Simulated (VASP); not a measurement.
# BAs5: relaxation of cell and atoms with PBE

Crystal: BAs5.

```xyz
6
Lattice="5.6873 0.0000 0.0000 -2.8436 4.9253 0.0000 0.0000 0.0000 4.7387" Properties=species:S:1:pos:R:3 pbc="T T T"
B     0.0000    0.0000    0.0000
As    2.8436    0.0000    2.3693
As    1.4218    2.4627    2.3693
As   -1.4218    2.4627    2.3693
As    0.0000    3.2836    0.0000
As    2.8436    1.6418    0.0000
```

The cell was built from a structure type or drawn by symmetry, and may not be a known phase.

```json
{
 "Program": "VASP 6.6.1",
 "Task": "relaxation of cell and atoms",
 "Functional": "PBE",
 "Potentials or basis": "VASP PAW PBE potentials, release 64 (B, As)",
 "Cutoff": "600 eV",
 "k mesh": "12 × 12 × 8",
 "Occupations": "gaussian, width 0.1 eV",
 "Spin": "no spin polarisation",
 "Dipole correction": "no",
 "Further INCAR settings": "ALGO = Normal; EDIFF = 1e-06; IBRION = 2; EDIFFG = -0.01; NSW = 100; ISIF = 3"
}
```

```
Relaxed volume                        : 20.45 Å³/atom
Relaxed cell                          : a = 5.259 Å, b = 5.259 Å, c = 5.124 Å, α = 90.00°, β = 90.00°, γ = 120.00°
Space group after relaxing (to 0.1 Å) : P6/mmm (No. 191)
Energy gained by relaxing             : 58.6 meV/atom
Ionic steps                           : 11
Pressure after relaxing               : 0.0 GPa
Band gap on the k mesh                : zero (bands 14 and 15 overlap by 1.80 eV)
```

The path:
```tsv
step	energy change (eV)	largest force (eV/Å)	pressure (GPa)	volume (Å³)
1	0.0000	0.0000	-3.19	132.74
2	-0.0963	0.0000	0.20	124.45
3	-0.0965	0.0000	0.36	124.12
4	-0.1393	0.0000	0.62	123.17
5	-0.2901	0.0000	1.71	120.10
6	0.0034	0.0000	7.44	112.95
7	-0.3148	0.0000	2.61	118.25
8	-0.3376	0.0000	1.56	119.91
9	-0.3394	0.0000	1.19	120.59
10	-0.3482	0.0000	0.63	121.51
11	-0.3515	0.0000	-0.02	122.71
```

Final structure:
```
B As
1.0
     5.25873    0.00000    0.00000
    -2.62936    4.55419    0.00000
     0.00000    0.00000    5.12360
B As
1 5
Direct
  0.00000 0.00000 0.00000
  0.50000 0.00000 0.50000
  0.50000 0.50000 0.50000
  0.00000 0.50000 0.50000
  0.33333 0.66667 0.00000
  0.66667 0.33333 0.00000
```

Levels at points of the mesh, in eV from the Fermi level:
```csv
k point,band 12,band 13,band 14,band 15,band 16,band 17
"(0.00, 0.00, 0.00)",-2.32,-1.45,-0.69,-0.69,-0.41,-0.41
"(0.50, 0.00, 0.00)",-0.96,-0.79,-0.69,-0.32,0.33,0.99
"(0.00, 0.00, 0.50)",-1.94,-1.94,-1.69,-1.18,0.36,1.80
"(0.50, 0.00, 0.50)",-0.85,-0.28,-0.04,0.28,0.28,1.13
```

It took 22 min on 1 thread of Intel(R) Xeon(R) Platinum 8488C (Sapphire Rapids), with other jobs on the host, peak memory 0.48 GiB.
